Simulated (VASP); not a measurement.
Here is a VASP 6.6.1 calculation.

File INCAR:

```
SYSTEM = GeSb2Te4
PREC = Accurate
ENCUT = 520
EDIFF = 1E-6
ISMEAR = 0
SIGMA = 0.03
LREAL = .False.
LASPH = .True.
NELM = 100
ALGO = Normal
ISIF = 2
LWAVE = .False.
LCHARG = .False.
GGA = PE
ISYM = 0
NBANDS = 33
```

KPOINTS

```
regular mesh
0
Gamma
  9 9 3
  0 0 0
```

Contents of POSCAR:

```
GeSb2Te4
1.0
   -4.2977010893      0.0000000000      0.0000000000
   -2.1488505447     -3.7219183212      0.0000000000
    2.1488505447      1.2406394404     15.6302728042
Ge Sb Te
1 2 4
Direct
    0.5417641382      0.5417641382      0.8336424146
    0.4103830951      0.4103830951      0.4394992852
    0.9912610448      0.9912610448      0.1821331343
    0.8450446733      0.8450446733      0.7434840200
    0.1135248368      0.1135248368      0.5489245104
    0.7000316278      0.7000316278      0.3084448835
    0.2873566141      0.2873566141      0.0704198423
```

Potentials or basis: VASP PAW PBE potentials, release 64 (Ge_d, Sb, Te).

Run with:

```bash
$ cat potpaw_PBE.64/Ge_d/POTCAR potpaw_PBE.64/Sb/POTCAR potpaw_PBE.64/Te/POTCAR > POTCAR
$ mpirun -np 1 vasp_std > vasp.out
```

**Question.** Predict the largest force.

**Answer.** 0.200 eV/Å.

**Question.** What does it give for the band gap on the k mesh?

**Answer.** 0.41 eV (least direct gap 0.42 eV).

**Question.** Predict the pressure.

**Answer.** -0.5 GPa.

Forces on the atoms (eV/Å):
```
Ge   0.001  0.000  0.170
Sb   0.000  0.000 -0.110
Sb   0.000  0.000 -0.200
Te   0.000  0.000 -0.038
Te   0.000  0.000 -0.009
Te   0.000  0.000  0.099
Te   0.000  0.000  0.088
```

Caveat: the cell differs from its parent crystal (the distance across one plane changed); semilocal functionals underestimate gaps, and a narrow one can read as zero; spin-orbit coupling is left out, which moves the levels of the heavy elements. A k mesh can miss the band edges.
